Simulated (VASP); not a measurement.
# Si6SnO16 (a cell with a defect) in VASP: further runs

Si6SnO16 (a cell with a defect) is run at these levels: PBE; tasks: relaxation of the atoms.

Everything below comes from runs of VASP 6.6.1. Logs are shortened: lines on timing, memory, paths and dates and some standing lists are left out, and cuts for length are marked.

## 1. The cell of the first run

The cell holds a defect, 23 atoms: a = 5.903 Å, b = 5.903 Å, c = 5.333 Å, α = 90.00°, β = 90.00°, γ = 90.00°.

## 2. Relaxation of the atoms, PBE

The input, INCAR:

```
SYSTEM = Si6SnO16
PREC = Accurate
ENCUT = 520
EDIFF = 1E-6
ISMEAR = 0
SIGMA = 0.05
LREAL = Auto
LASPH = .TRUE.
NELM = 100
ALGO = Normal
ISIF = 2
LWAVE = .FALSE.
LCHARG = .FALSE.
GGA = PE
IBRION = 2
NSW = 80
EDIFFG = -0.03
KPAR = 2
```

The input, KPOINTS:

```
Automatic mesh
0
G
  2 2 3
  0 0 0
```

The input, POSCAR:

```
Si6SnO16
1.0
   -4.1738000000     -4.1738000000      0.0000000000
    4.1738000000     -4.1738000000      0.0000000000
    0.0000000000      0.0000000000      5.3326000000
Si Sn O
6 1 16
Direct
    0.4988864000      0.5137411000     -0.0105712000
    0.5009172000      0.5047416000      0.4997129000
   -0.0115773000      0.0044312000      0.0021041000
    0.4969428000     -0.0032538000      0.2465164000
   -0.0064266000     -0.0033002000      0.5061301000
    0.4891262000     -0.0033496000      0.7500164000
    0.0012686000      0.5067831000      0.2472906000
    0.1858533000      0.4957986000      0.0015906000
    0.0024763000      0.1997462000      0.2524126000
    0.8062001000      0.4997970000      0.0050704000
   -0.0008911000      0.8027749000      0.2428234000
    0.2024088000      0.5009207000      0.5048456000
    0.0028707000      0.2003632000      0.7676893000
    0.8151680000      0.4982444000      0.5016591000
   -0.0077012000      0.8170647000      0.7534181000
    0.6915424000     -0.0005745000      0.0121969000
    0.5038325000      0.6901183000      0.2438101000
    0.2995432000     -0.0038846000     -0.0044455000
    0.5024875000      0.3030674000      0.2510342000
    0.6985526000     -0.0080398000      0.4899349000
    0.4938482000      0.6919913000      0.7483564000
    0.2962427000      0.0025327000      0.4972087000
    0.4919120000      0.3033540000      0.7512994000
```

Potentials or basis: VASP PAW PBE potentials, release 64 (Si, Sn_d, O).

Launch:

```sh
cat potpaw_PBE.64/Si/POTCAR potpaw_PBE.64/Sn_d/POTCAR potpaw_PBE.64/O/POTCAR > POTCAR
mpirun -np 2 vasp_std > vasp.out
```

OUTCAR:

```text
SYSTEM = Si6SnO16
   PREC = Accurate
   ENCUT = 520
   EDIFF = 1E-6
   ISMEAR = 0
   LREAL = Auto
   LASPH = .TRUE.
   NELM = 100
   ISIF = 2
   GGA = PE
   IBRION = 2
   NSW = 80
   EDIFFG = -0.03

 ion  position               nearest neighbor table
   1  0.499  0.514  0.989-  21 1.66  17 1.71  23 1.78  10 1.82   8 1.85  19 1.87   2 2.61   2 2.72
                             6 3.12   7 3.24   7 3.27
   2  0.501  0.505  0.500-  21 1.73  17 1.75  12 1.76  19 1.78  23 1.79  14 1.86   1 2.61   1 2.72
                             7 3.24   7 3.25
   3  0.988  0.004  0.002-  13 1.71  15 1.73  11 1.75  16 1.75   9 1.77  18 1.84   5 2.65   5 2.69
                             7 3.22   7 3.24
   4  0.497  0.997  0.247-  16 1.70  20 1.76  18 1.77  22 1.79  19 1.81  17 1.81   6 2.65   6 2.69

   5  0.994  0.997  0.506-  15 1.69  20 1.74  22 1.79   9 1.81  11 1.81  13 1.84   3 2.65   3 2.69
                             7 3.20   7 3.31
   6  0.489  0.997  0.750-  18 1.72  22 1.76  21 1.80  23 1.81  16 1.84  20 1.86   4 2.65   4 2.69
                             1 3.12
   7  0.001  0.507  0.247-   8 1.71  10 1.73  14 1.75  11 1.75   9 1.81  12 1.82   5 3.20   3 3.22
                             3 3.24   2 3.24   1 3.24   2 3.25   1 3.27   5 3.31
   8  0.186  0.496  0.002-   7 1.71   1 1.85
   9  0.002  0.200  0.252-   3 1.77   5 1.81   7 1.81
  10  0.806  0.500  0.005-   7 1.73   1 1.82
  11  0.999  0.803  0.243-   7 1.75   3 1.75   5 1.81
  12  0.202  0.501  0.505-   2 1.76   7 1.82
  13  0.003  0.200  0.768-   3 1.71   5 1.84
  14  0.815  0.498  0.502-   7 1.75   2 1.86
  15  0.992  0.817  0.753-   5 1.69   3 1.73
  16  0.692  0.999  0.012-   4 1.70   3 1.75   6 1.84
  17  0.504  0.690  0.244-   1 1.71   2 1.75   4 1.81
  18  0.300  0.996  0.996-   6 1.72   4 1.77   3 1.84
  19  0.502  0.303  0.251-   2 1.78   4 1.81   1 1.87
  20  0.699  0.992  0.490-   5 1.74   4 1.76   6 1.86
  21  0.494  0.692  0.748-   1 1.66   2 1.73   6 1.80
  22  0.296  0.003  0.497-   6 1.76   4 1.79   5 1.79
  23  0.492  0.303  0.751-   1 1.78   2 1.79   6 1.81

  LATTYP: Found a simple tetragonal cell.
 ALAT       =     5.9026445666
 C/A-ratio  =     0.9034255646

  Lattice vectors:

 A1 = (  -4.1738000000,  -4.1738000000,   0.0000000000)
 A2 = (   4.1738000000,  -4.1738000000,   0.0000000000)
 A3 = (   0.0000000000,   0.0000000000,   5.3326000000)

Analysis of symmetry for initial positions (statically):
=====================================================================
 Subroutine PRICEL returns:
 Original cell was already a primitive cell.

 Routine SETGRP: Setting up the symmetry group for a
 simple tetragonal supercell.

 Subroutine GETGRP returns: Found  1 space group operations
 (whereof  1 operations were pure point group operations)
 out of a pool of 16 trial point group operations.

The static configuration has the point symmetry C_1 .
[... 165 lines left out ...]
   AEXX    =    0.0000 exact exchange contribution
   IVDW    =     0    specifies the selected vdW correction
   LEPSILON=     F    determine dielectric tensor
   LRPA    =     F    only Hartree local field effects (RPA)
 conjugate gradient relaxation of ions
 non-spin polarized calculation
 Gauss-broadening in eV      SIGMA  =   0.05
  energy-cutoff  :      520.00
  volume of cell :      185.79
 maximum number of plane-waves:      5012
 NGX is ok and might be reduce to    48
   NGX = 21   NGY = 21   NGZ = 19

--------------------------------------- Ionic step        1  -------------------------------------------

 number of electron     133.9999998 magnetization

 Free energy of the ion-electron system (eV)
  ---------------------------------------------------
  ext. energy  EPLUGINS =         0.00000000
  ---------------------------------------------------
  free energy    TOTEN  =      -151.55705355 eV

  energy without entropy =     -151.53266885  energy(sigma->0) =     -151.54486120

------------------------ aborting loop because EDIFF is reached ----------------------------------------

  FORCE on cell =-STRESS in cart. coord.  units (eV):
  Direction    XX          YY          ZZ          XY          YZ          ZX
  --------------------------------------------------------------------------------------
  -------------------------------------------------------------------------------------
  Total       47.2144458     45.4930241     53.3963098     -5.2049990      4.0528091      0.6617551
  in kB      407.1488432    392.3043434    460.4575021    -44.8847654     34.9489763      5.7065763
  external PRESSURE =     419.9702295 kB  Pullay stress =       0.0000000 kB
[... 152 lines left out ...]
  FREE ENERGIE OF THE ION-ELECTRON SYSTEM (eV)
  ---------------------------------------------------
  free  energy   TOTEN  =      -157.4879490133 eV

  energy  without entropy=     -157.4676987830  energy(sigma->0) =     -157.47782390

[... ionic steps 4 to 22 ...]

--------------------------------------- Ionic step       23  -------------------------------------------

 number of electron     133.9999938 magnetization

------------------------ aborting loop because EDIFF is reached ----------------------------------------
[... 109 lines left out ...]
--------------------------------------- Ionic step       25  -------------------------------------------

 number of electron     133.9999939 magnetization

 Free energy of the ion-electron system (eV)
  ---------------------------------------------------
  ext. energy  EPLUGINS =         0.00000000
  ---------------------------------------------------
  free energy    TOTEN  =      -158.22178599 eV

  energy without entropy =     -158.20178782  energy(sigma->0) =     -158.21178691

 E-fermi :   7.0630     XC(G=0): -12.1942

 val. band max:        7.0577696341   @ k =   0.0000   0.5000   0.3333
 cond. band min:       7.0726815869   @ k =   0.0000   0.0000   0.3333
 fundamental gap:      0.0149119528
 Fermi energy:         7.0629996169

 k-point     1 :       0.0000    0.0000    0.0000
  band No.  band energies     occupation
      1     -15.0667      2.00000
      2     -14.3644      2.00000
      3     -13.3395      2.00000
      4     -12.8688      2.00000
      5     -12.4842      2.00000
      6     -12.3624      2.00000
[... 645 lines left out ...]
     78      18.1214      0.00000
     79      18.1482      0.00000
 [bands above 79 left out]

------------------------ aborting loop because EDIFF is reached ----------------------------------------

  FORCE on cell =-STRESS in cart. coord.  units (eV):
  Direction    XX          YY          ZZ          XY          YZ          ZX
  --------------------------------------------------------------------------------------
  -------------------------------------------------------------------------------------
  Total       40.2616047     40.2959205     28.6173097     -3.7592257     -0.0372206      0.0040398
  in kB      347.1917441    347.4876628    246.7783817    -32.4172899     -0.3209684      0.0348365
  external PRESSURE =     313.8192629 kB  Pullay stress =       0.0000000 kB
[... 38 lines left out ...]
  FREE ENERGIE OF THE ION-ELECTRON SYSTEM (eV)
  ---------------------------------------------------
  free  energy   TOTEN  =      -158.2217859875 eV

  energy  without entropy=     -158.2017878249  energy(sigma->0) =     -158.21178691

 reached required accuracy - stopping structural energy minimisation
```

OSZICAR:

```text
N       E                     dE             d eps       ncg     rms          rms(c)
DAV:   1     0.158257887366E+04    0.15826E+04   -0.68271E+04  1304   0.194E+03
DAV:   2     0.288609135927E+02   -0.15537E+04   -0.14890E+04  1504   0.544E+02
DAV:   3    -0.158195744398E+03   -0.18706E+03   -0.18197E+03  1312   0.184E+02
DAV:   4    -0.167451169087E+03   -0.92554E+01   -0.91372E+01  1568   0.447E+01
[... 301 lines left out ...]
DAV:   4    -0.158221796618E+03    0.21342E-05   -0.14248E-04  1480   0.385E-02    0.318E-02
DAV:   5    -0.158221791073E+03    0.55453E-05   -0.43209E-05  1680   0.245E-02    0.271E-02
DAV:   6    -0.158221790620E+03    0.45256E-06   -0.33449E-05  1544   0.180E-02    0.288E-02
DAV:   7    -0.158221786640E+03    0.39798E-05   -0.21248E-05  1368   0.175E-02    0.111E-02
DAV:   8    -0.158221785987E+03    0.65278E-06   -0.49434E-06  1064   0.107E-02
  25 F= -.15822179E+03 E0= -.15821179E+03  d E =-.135451E-03
```

Wall time 18 min (2 MPI ranks of Intel Xeon Platinum 8488C (Sapphire Rapids), shared host); peak memory 0.34 GiB.

What came out:

* Free energy: -158.2218 eV
* Pressure after relaxing: 31.4 GPa
* Largest force after relaxing: 0.024 eV/Å
* Band gap on the k mesh: zero (bands 67 and 68 overlap by 0.08 eV)

Forces on the atoms (eV/Å):
```
Si  -0.005 -0.002 -0.004
Si  -0.012 -0.011 -0.005
Si  -0.004 -0.012  0.006
Si  -0.005 -0.007 -0.002
Si  -0.008 -0.007  0.006
Si  -0.003 -0.006 -0.002
Sn   0.005  0.008  0.006
O    0.008  0.019  0.002
O   -0.011  0.013  0.008
O    0.013  0.005  0.004
O    0.017 -0.017  0.002
O    0.009  0.013  0.004
O   -0.002  0.001 -0.002
O    0.002  0.004  0.009
O    0.004 -0.003 -0.021
O   -0.005  0.003  0.006
O   -0.006  0.001 -0.008
O    0.000 -0.002 -0.001
O    0.002 -0.004 -0.002
O    0.002  0.004 -0.006
O    0.004 -0.001 -0.002
O   -0.010 -0.001  0.001
O    0.006  0.002  0.003
```

Stress tensor (GPa, compression positive):
```
34.72 -3.24  0.00
-3.24 34.75 -0.03
 0.00 -0.03 24.68
```

Final structure:
```
Si Sn O
1.0
    -4.17380   -4.17380    0.00000
     4.17380   -4.17380    0.00000
     0.00000    0.00000    5.33260
Si Sn O
6 1 16
Direct
  0.49860 0.50060 0.99562
  0.49833 0.50055 0.50542
  0.99744 0.00053 0.99632
  0.49758 0.00058 0.25052
  0.99744 0.00052 0.50460
  0.49761 0.00056 0.75052
  0.99896 0.50053 0.25019
  0.21713 0.50089 0.96988
  0.99758 0.17783 0.25039
  0.78011 0.50029 0.97021
  0.99744 0.82320 0.25047
  0.21686 0.50071 0.53079
  0.99762 0.18686 0.75047
  0.77989 0.50046 0.53005
  0.99771 0.81422 0.75064
  0.69101 0.00065 0.00116
  0.49798 0.69670 0.25054
  0.30426 0.00056 0.00113
  0.49782 0.30448 0.25046
  0.69106 0.00060 0.49988
  0.49850 0.70324 0.75049
  0.30423 0.00065 0.49988
  0.49832 0.29787 0.75046
```

Levels at points of the mesh, in eV from the Fermi level:
```
           k point  band 63  band 64  band 65  band 66  band 67  band 68  band 69  band 70  band 71  band 72
(0.00, 0.00, 0.00)    -0.57    -0.44    -0.23    -0.07     0.03     0.25     0.71     6.26     7.51     7.61
(0.50, 0.00, 0.00)    -0.62    -0.59    -0.56    -0.53    -0.22     0.40     0.48     6.88     7.48     8.50
(0.00, 0.50, 0.00)    -0.63    -0.56    -0.18    -0.16    -0.09     0.03     0.14     7.51     7.58     8.24
(0.50, 0.50, 0.00)    -0.51    -0.45    -0.22    -0.20     0.04     0.15     0.46     7.62     8.41     8.45
```

Caveat: the k points lie up to 0.53 Å⁻¹ apart; spin-orbit coupling is left out, which moves the levels of the heavy elements.

## 3. Relaxation of the atoms, PBE

The input, INCAR:

```
SYSTEM = Si6SnO16
  PREC = Accurate
  ENCUT = 520
  EDIFF = 1E-6
  ISMEAR = 0
  SIGMA = 0.05
  LREAL = Auto
  LASPH = .TRUE.
  NELM = 100
  ALGO = Normal
  ISIF = 2
  LWAVE = .FALSE.
  LCHARG = .FALSE.
  GGA = PE
  IBRION = 2
  NSW = 80
  EDIFFG = -0.03
  KPAR = 2
```

The input, KPOINTS:

```
regular mesh
0
G
  2 2 3
  0 0 0
```

The input, POSCAR:

```
Si6SnO16
1.0
   -4.1738000000     -4.1738000000      0.0000000000
    4.1738000000     -4.1738000000      0.0000000000
    0.0000000000      0.0000000000      5.3326000000
Si Sn O
6 1 16
Direct
    0.5000000000      0.5000000000      0.0000000000
    0.5000000000      0.5000000000      0.5000000000
    0.0000000000      0.0000000000      0.0000000000
    0.5000000000      0.0000000000      0.2500000000
    0.0000000000      0.0000000000      0.5000000000
    0.5000000000      0.0000000000      0.7500000000
    0.0000000000      0.5000000000     -0.2500000000
    0.1933000000      0.5000000000      0.0000000000
    0.0000000000      0.1933000000      0.2500000000
    0.8067000000      0.5000000000      0.0000000000
    0.0000000000      0.8067000000      0.2500000000
    0.1933000000      0.5000000000      0.5000000000
    0.0000000000      0.1933000000      0.7500000000
    0.8067000000      0.5000000000      0.5000000000
    0.0000000000      0.8067000000      0.7500000000
    0.6933000000      0.0000000000      0.0000000000
    0.5000000000      0.6933000000      0.2500000000
    0.3067000000      0.0000000000      0.0000000000
    0.5000000000      0.3067000000      0.2500000000
    0.6933000000      0.0000000000      0.5000000000
    0.5000000000      0.6933000000      0.7500000000
    0.3067000000      0.0000000000      0.5000000000
    0.5000000000      0.3067000000      0.7500000000
```

Potentials or basis: VASP PAW PBE potentials, release 64 (Si, Sn_d, O).

Launch:

```sh
cat potpaw_PBE.64/Si/POTCAR potpaw_PBE.64/Sn_d/POTCAR potpaw_PBE.64/O/POTCAR > POTCAR
mpirun -np 2 vasp_std > vasp.out
```

Wall time 9.6 min (2 MPI ranks of Intel Xeon Platinum 8488C (Sapphire Rapids), shared host); peak memory 0.34 GiB.

Results (log left out):

```yaml
Free_energy: -158.2220 eV
Energy_gained_by_relaxing: 214.3 meV/atom
Ionic_steps: 13
Pressure_after_relaxing: 31.4 GPa
Largest_force_after_relaxing: 0.027 eV/Å
Band_gap_on_the_k_mesh: zero (bands 67 and 68 overlap by 0.08 eV)
```

Forces on the atoms (eV/Å):
```
Si   0.000  0.000  0.013
Si   0.000  0.000 -0.013
Si   0.000  0.000 -0.027
Si   0.000  0.000  0.000
Si   0.000  0.000  0.027
Si   0.000  0.000  0.000
Sn   0.000  0.000  0.000
O    0.001  0.001 -0.003
O    0.015 -0.015  0.000
O   -0.001 -0.001 -0.003
O   -0.015  0.015  0.000
O    0.001  0.001  0.003
O    0.015 -0.015  0.000
O   -0.001 -0.001  0.003
O   -0.015  0.015  0.000
O   -0.007 -0.007 -0.001
O   -0.005  0.005  0.000
O    0.007  0.007 -0.001
O    0.005 -0.005  0.000
O   -0.007 -0.007  0.001
O    0.005 -0.005  0.000
O    0.007  0.007  0.001
O   -0.005  0.005  0.000
```

Stress tensor (GPa, compression positive):
```
34.76 -3.26  0.00
-3.26 34.76  0.00
 0.00  0.00 24.71
```

The path:
```
step  energy change (eV)  largest force (eV/Å)  pressure (GPa)
   1              0.0000               10.1666           39.82
   2              8.9874               23.4522           61.31
   3             -4.5709                3.4508           33.45
   4             -4.5733                3.2189           33.41
   5             -4.2903                4.5937           34.02
   6             -4.8833                0.6921           32.75
   7             -4.9156                0.3552           31.85
   8             -4.9180                0.2570           32.01
   9             -4.9276                0.1058           31.56
  10             -4.9277                0.1255           31.48
  11             -4.9299                0.0530           31.37
  12             -4.9300                0.0341           31.38
  13             -4.9300                0.0269           31.41
```

Final structure:
```
Si Sn O
1.0
    -4.17380   -4.17380    0.00000
     4.17380   -4.17380    0.00000
     0.00000    0.00000    5.33260
Si Sn O
6 1 16
Cartesian
  0.0000 -4.1738 0.0258
  0.0000 -4.1738 2.6405
  4.1738 -4.1738 0.0225
  2.0869 -6.2607 1.3332
  4.1738 -4.1738 2.6438
  2.0869 -6.2607 3.9995
  2.0869 -2.0869 3.9995
  1.1751 -2.9987 0.1613
  0.7771 -0.7771 1.3332
  -1.1751 -5.3489 0.1613
  -0.7771 -7.5705 1.3332
  1.1751 -2.9987 2.5050
  0.7396 -0.7396 3.9995
  -1.1751 -5.3489 2.5050
  3.4342 -3.4342 3.9995
  -2.8938 -2.8938 5.3292
  0.8460 -5.0198 1.3332
  -1.2800 -1.2800 5.3292
  -0.8460 -3.3278 1.3332
  1.2800 -7.0676 2.6697
  0.8182 -4.9920 3.9995
  -1.2800 -1.2800 2.6697
  -0.8182 -3.3556 3.9995
```

Levels at points of the mesh, in eV from the Fermi level:
```tsv
k point	band 64	band 65	band 66	band 67	band 68	band 69	band 70	band 71
(0.00, 0.00, 0.00)	-0.44	-0.23	-0.07	0.03	0.26	0.71	6.26	7.51
(0.50, 0.00, 0.00)	-0.58	-0.56	-0.53	-0.22	0.40	0.48	6.88	7.49
(0.00, 0.50, 0.00)	-0.56	-0.18	-0.16	-0.10	0.03	0.14	7.51	7.57
(0.50, 0.50, 0.00)	-0.45	-0.22	-0.20	0.04	0.15	0.46	7.62	8.41
```

Caveat: the k points lie up to 0.53 Å⁻¹ apart; spin-orbit coupling is left out, which moves the levels of the heavy elements.
